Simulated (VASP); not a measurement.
# Se (Pm-3m) in VASP: further runs

Se is run at these levels: PBEsol; tasks: electric field gradients.

Program: VASP 6.6.1. These are calculated values, not measurements. Logs are shortened: lines on timing, memory, paths and dates and some standing lists are left out, and cuts for length are marked.

## 1. The cell of the first run

The structure is cubic, space group Pm-3m (No. 221). The conventional cell has a = 2.763 Å, b = 2.763 Å, c = 2.763 Å, α = 90.00°, β = 90.00°, γ = 90.00°. Se (site symmetry m-3m) has 6 Se at 2.76 Å within 3.6 Å.

## 2. Electric field gradients, PBEsol (volume scaled by 0.95)

INCAR reads:

```
ALGO = Normal ; EDIFF = 1E-8
ENCUT = 520 ; GGA = PS
ISIF = 2 ; ISMEAR = -1
LASPH = True ; LCHARG = False
LEFG = True ; LREAL = False
LWAVE = False ; NBANDS = 9
NELM = 100 ; PREC = Accurate
SIGMA = 0.03
```

KPOINTS reads:

```
k-points
0
Gamma
  12 12 12
```

POSCAR reads:

```
Se
1.0
    2.7629171542      0.0000000000      0.0000000000
    0.0000000000      2.7629171542      0.0000000000
    0.0000000000      0.0000000000      2.7629171542
Se
1
Direct
    0.0000000000      0.0000000000      0.0000000000
```

Potentials or basis: VASP PAW PBE potentials, release 64 (Se).

Launch:

```sh
> cat potpaw_PBE.64/Se/POTCAR > POTCAR
> mpirun -np 1 vasp_std > vasp.out
```

OUTCAR:

```text
EDIFF = 1E-8
   ENCUT = 520
   GGA = PS
   ISIF = 2
   ISMEAR = -1
   LASPH = True
   LREAL = False
   NELM = 100
   PREC = Accurate

 ion  position               nearest neighbor table
   1  0.000  0.000  0.000-

  LATTYP: Found a simple cubic cell.
 ALAT       =     2.7629171542

  Lattice vectors:

 A1 = (   2.7629171542,   0.0000000000,   0.0000000000)
 A2 = (   0.0000000000,   2.7629171542,   0.0000000000)
 A3 = (   0.0000000000,   0.0000000000,   2.7629171542)

Analysis of symmetry for initial positions (statically):
=====================================================================
 Subroutine PRICEL returns:
 Original cell was already a primitive cell.

 Routine SETGRP: Setting up the symmetry group for a
 simple cubic supercell.

 Subroutine GETGRP returns: Found 48 space group operations
 (whereof 48 operations were pure point group operations)
 out of a pool of 48 trial point group operations.

The static configuration has the point symmetry O_h .

Analysis of symmetry for dynamics (positions and initial velocities):
=====================================================================
 Subroutine PRICEL returns:
 Original cell was already a primitive cell.

 Routine SETGRP: Setting up the symmetry group for a
 simple cubic supercell.

 Subroutine GETGRP returns: Found 48 space group operations
 (whereof 48 operations were pure point group operations)
 out of a pool of 48 trial point group operations.

The dynamic configuration has the point symmetry O_h .

 Subroutine INISYM returns: Found 48 space group operations
 (whereof 48 operations are pure point group operations),
 and found     1 'primitive' translations

----------------------------------------------------------------------------------------

                                     Primitive cell

  volume of cell :      21.0913

  direct lattice vectors                    reciprocal lattice vectors
     2.762917154  0.000000000  0.000000000     0.361936296  0.000000000  0.000000000
     0.000000000  2.762917154  0.000000000     0.000000000  0.361936296  0.000000000
     0.000000000  0.000000000  2.762917154     0.000000000  0.000000000  0.361936296

[... 111 lines left out ...]
   LRPA    =     F    only Hartree local field effects (RPA)
 non-spin polarized calculation
  energy-cutoff  :      520.00
  volume of cell :       21.09
 maximum number of plane-waves:       587
 NGX is ok and might be reduce to    24
   NGX = 11   NGY = 11   NGZ = 11

 number of electron       6.0000001 magnetization

 Free energy of the ion-electron system (eV)
  ---------------------------------------------------
  ext. energy  EPLUGINS =         0.00000000
  ---------------------------------------------------
  free energy    TOTEN  =        -3.75095500 eV

  energy without entropy =       -3.74892088  energy(sigma->0) =       -3.74993794

 E-fermi :   5.4716     XC(G=0): -10.3885

 val. band max:        5.4238195620   @ k =   0.5000   0.5000   0.2500
 cond. band min:       5.4803146998   @ k =   0.3333   0.1667   0.1667
 fundamental gap:      0.0564951378
 Fermi energy:         5.4716205454

 k-point     1 :       0.0000    0.0000    0.0000
  band No.  band energies     occupation
      1     -11.2522      2.00000
      2       6.9356      0.00000
      3       6.9356      0.00000
      4       6.9356      0.00000
      5      13.0473      0.00000
      6      13.0473      0.00000
      7      13.4738      0.00000
      8      28.3534      0.00000
      9      28.3534      0.00000
[... 265 lines left out ...]
 k-point    24 :       0.4167    0.3333    0.0000
  band No.  band energies     occupation
      1      -7.6430      2.00000
      2      -0.2551      2.00000
      3       1.5482      2.00000
      4       9.4435      0.00000
      5      10.0113      0.00000
      6      17.6676      0.00000
      7      20.9758      0.00000
      8      22.1989      0.00000
      9      22.6506      0.00000

 [... further k-points ...]
[... 5 lines left out ...]
  --------------------------------------------------------------------------------------
  -------------------------------------------------------------------------------------
  Total        0.3240633      0.3240633      0.3240633     -0.0000000      0.0000000     -0.0000000
  in kB       24.6170974     24.6170974     24.6170974     -0.0000000      0.0000000     -0.0000000
  external PRESSURE =      24.6170974 kB  Pullay stress =       0.0000000 kB

 VOLUME and BASIS-vectors are now :
 -----------------------------------------------------------------------------
  energy-cutoff  :      520.00
  volume of cell :       21.09
      direct lattice vectors                 reciprocal lattice vectors
     2.762917154  0.000000000  0.000000000     0.361936296  0.000000000  0.000000000
     0.000000000  2.762917154  0.000000000     0.000000000  0.361936296  0.000000000
     0.000000000  0.000000000  2.762917154     0.000000000  0.000000000  0.361936296

 POSITION                                       TOTAL-FORCE (eV/Angst)
 -----------------------------------------------------------------------------------
      0.00000      0.00000      0.00000         0.000000      0.000000      0.000000
 -----------------------------------------------------------------------------------
    total drift:                                0.000000      0.000000      0.000000

  FREE ENERGIE OF THE ION-ELECTRON SYSTEM (eV)
  ---------------------------------------------------
  free  energy   TOTEN  =        -3.7509550049 eV

  energy  without entropy=       -3.7489208849  energy(sigma->0) =       -3.74993794

 Electric field gradients (V/A^2)
---------------------------------------------------------------------
 ion       V_xx      V_yy      V_zz      V_xy      V_xz      V_yz
---------------------------------------------------------------------
   1      -0.000     0.000     0.000     0.000     0.000     0.000
---------------------------------------------------------------------

 Electric field gradients after diagonalization (V/A^2)
 (convention: |V_zz| > |V_xx| > |V_yy|)
----------------------------------------------------------------------
 ion       V_xx      V_yy      V_zz     asymmetry (V_yy - V_xx)/ V_zz
----------------------------------------------------------------------
   1      -0.000     0.000     0.000       0.128
----------------------------------------------------------------------

           NMR quadrupolar parameters

 Cq : quadrupolar parameter    Cq=e*Q*V_zz/h
 eta: asymmetry parameters     (V_yy - V_xx)/ V_zz
 Q  : nuclear electric quadrupole moment in mb (millibarn)
----------------------------------------------------------------------
 ion       Cq(MHz)       eta       Q (mb)
----------------------------------------------------------------------
   1       0.000       0.128       1.000
----------------------------------------------------------------------
```

It took 5.6 s on 1 thread of Intel Xeon 6975P-C, shared host; peak memory 0.14 GiB.

What came out:

```yaml
Free_energy: -3.7510 eV
Pressure: 2.5 GPa
Band_gap_on_the_k_mesh: zero (band 3 reaches 8.54 eV, above the bottom of band 4 at 1.84 eV)
```

Caveat: without QUAD_EFG the Cq values of the log hold for a quadrupole moment of 1 mb, not for the nuclei; the PAW data sets were made with another functional, which shifts forces and pressure a little.

## 3. Electric field gradients, PBEsol (volume scaled by 0.975)

INCAR reads:

```
PREC = Accurate ; ENCUT = 520
EDIFF = 1E-8 ; ISMEAR = -1
SIGMA = 0.03 ; LREAL = False
LASPH = True ; NELM = 80
ALGO = Normal ; ISIF = 2
LWAVE = False ; LCHARG = False
GGA = PS ; LEFG = True
NBANDS = 9
```

KPOINTS reads:

```
Automatic mesh
0
Gamma
  12 12 12
```

POSCAR reads:

```
Se
1.0
    2.7869437267      0.0000000000      0.0000000000
    0.0000000000      2.7869437267      0.0000000000
    0.0000000000      0.0000000000      2.7869437267
Se
1
Direct
    0.0000000000      0.0000000000      0.0000000000
```

Potentials or basis: VASP PAW PBE potentials, release 64 (Se).

Launch:

```sh
> cat potpaw_PBE.64/Se/POTCAR > POTCAR
> mpirun -np 1 vasp_std > vasp.out
```

OUTCAR:

```text
PREC = Accurate
   ENCUT = 520
   EDIFF = 1E-8
   ISMEAR = -1
   LREAL = False
   LASPH = True
   NELM = 80
   ISIF = 2
   GGA = PS

 ion  position               nearest neighbor table
   1  0.000  0.000  0.000-

  LATTYP: Found a simple cubic cell.
 ALAT       =     2.7869437267

  Lattice vectors:

 A1 = (   2.7869437267,   0.0000000000,   0.0000000000)
 A2 = (   0.0000000000,   2.7869437267,   0.0000000000)
 A3 = (   0.0000000000,   0.0000000000,   2.7869437267)

Analysis of symmetry for initial positions (statically):
=====================================================================
 Subroutine PRICEL returns:
 Original cell was already a primitive cell.

 Routine SETGRP: Setting up the symmetry group for a
 simple cubic supercell.

 Subroutine GETGRP returns: Found 48 space group operations
 (whereof 48 operations were pure point group operations)
 out of a pool of 48 trial point group operations.

The static configuration has the point symmetry O_h .

Analysis of symmetry for dynamics (positions and initial velocities):
=====================================================================
 Subroutine PRICEL returns:
 Original cell was already a primitive cell.

 Routine SETGRP: Setting up the symmetry group for a
 simple cubic supercell.

 Subroutine GETGRP returns: Found 48 space group operations
 (whereof 48 operations were pure point group operations)
 out of a pool of 48 trial point group operations.

The dynamic configuration has the point symmetry O_h .

[... 147 lines left out ...]
 cond. band min:       5.1717679005   @ k =   0.4167   0.1667   0.0833
 fundamental gap:      0.0402394711
 Fermi energy:         5.1325820969

 k-point     1 :       0.0000    0.0000    0.0000
  band No.  band energies     occupation
      1     -11.3347      2.00000
      2       6.5650      0.00000
      3       6.5650      0.00000
      4       6.5650      0.00000
      5      12.7656      0.00000
      6      12.7656      0.00000
      7      12.9951      0.00000
      8      27.7532      0.00000
      9      27.7532      0.00000
[... 265 lines left out ...]
 k-point    24 :       0.4167    0.3333    0.0000
  band No.  band energies     occupation
      1      -7.8720      2.00000
      2      -0.4045      2.00000
      3       1.3312      2.00000
      4       8.9626      0.00000
      5       9.7863      0.00000
      6      17.2143      0.00000
      7      20.5417      0.00000
      8      21.7269      0.00000
      9      22.1741      0.00000

 [... further k-points ...]
[... 5 lines left out ...]
  --------------------------------------------------------------------------------------
  -------------------------------------------------------------------------------------
  Total        0.0219127      0.0219127      0.0219127      0.0000000      0.0000000     -0.0000000
  in kB        1.6218946      1.6218946      1.6218946      0.0000000      0.0000000     -0.0000000
  external PRESSURE =       1.6218946 kB  Pullay stress =       0.0000000 kB

 VOLUME and BASIS-vectors are now :
 -----------------------------------------------------------------------------
  energy-cutoff  :      520.00
  volume of cell :       21.65
      direct lattice vectors                 reciprocal lattice vectors
     2.786943727  0.000000000  0.000000000     0.358816000  0.000000000  0.000000000
     0.000000000  2.786943727  0.000000000     0.000000000  0.358816000  0.000000000
     0.000000000  0.000000000  2.786943727     0.000000000  0.000000000  0.358816000

 POSITION                                       TOTAL-FORCE (eV/Angst)
 -----------------------------------------------------------------------------------
      0.00000      0.00000      0.00000         0.000000      0.000000      0.000000
 -----------------------------------------------------------------------------------
    total drift:                               -0.000000      0.000000      0.000000

  FREE ENERGIE OF THE ION-ELECTRON SYSTEM (eV)
  ---------------------------------------------------
  free  energy   TOTEN  =        -3.7554245207 eV

  energy  without entropy=       -3.7534497904  energy(sigma->0) =       -3.75443716

 Electric field gradients (V/A^2)
---------------------------------------------------------------------
 ion       V_xx      V_yy      V_zz      V_xy      V_xz      V_yz
---------------------------------------------------------------------
   1      -0.000     0.000    -0.000    -0.000    -0.000     0.000
---------------------------------------------------------------------

 Electric field gradients after diagonalization (V/A^2)
 (convention: |V_zz| > |V_xx| > |V_yy|)
----------------------------------------------------------------------
 ion       V_xx      V_yy      V_zz     asymmetry (V_yy - V_xx)/ V_zz
----------------------------------------------------------------------
   1      -0.000     0.000    -0.000      -1.697
----------------------------------------------------------------------

           NMR quadrupolar parameters

 Cq : quadrupolar parameter    Cq=e*Q*V_zz/h
 eta: asymmetry parameters     (V_yy - V_xx)/ V_zz
 Q  : nuclear electric quadrupole moment in mb (millibarn)
----------------------------------------------------------------------
 ion       Cq(MHz)       eta       Q (mb)
----------------------------------------------------------------------
   1      -0.000      -1.697       1.000
----------------------------------------------------------------------
```

It took 5.9 s on 1 thread of Intel Xeon 6975P-C, shared host; peak memory 0.14 GiB.

What came out:

| Quantity | Value |
| --- | --- |
| Free energy | -3.7554 eV |
| Pressure | 0.2 GPa |
| Band gap on the k mesh | zero (band 3 reaches 8.10 eV, above the bottom of band 4 at 1.62 eV) |

Levels at points of the mesh, in eV from the Fermi level:
```csv
k point,band 1,band 2,band 3,band 4,band 5,band 6,band 7,band 8
"(0.00, 0.00, 0.00)",-16.47,1.43,1.43,1.43,7.63,7.63,7.86,22.62
"(0.50, 0.00, 0.00)",-14.23,-7.40,2.97,2.97,9.91,11.75,12.48,13.57
"(0.50, 0.50, 0.00)",-12.00,-5.34,-5.34,2.52,4.36,13.64,15.89,15.89
"(0.50, 0.50, 0.50)",-9.71,-3.51,-3.51,-3.51,5.58,5.58,5.58,9.58
```

Caveat: without QUAD_EFG the Cq values of the log hold for a quadrupole moment of 1 mb, not for the nuclei; the PAW data sets were made with another functional, which shifts forces and pressure a little.

(Part 1 of 2 ends here.)
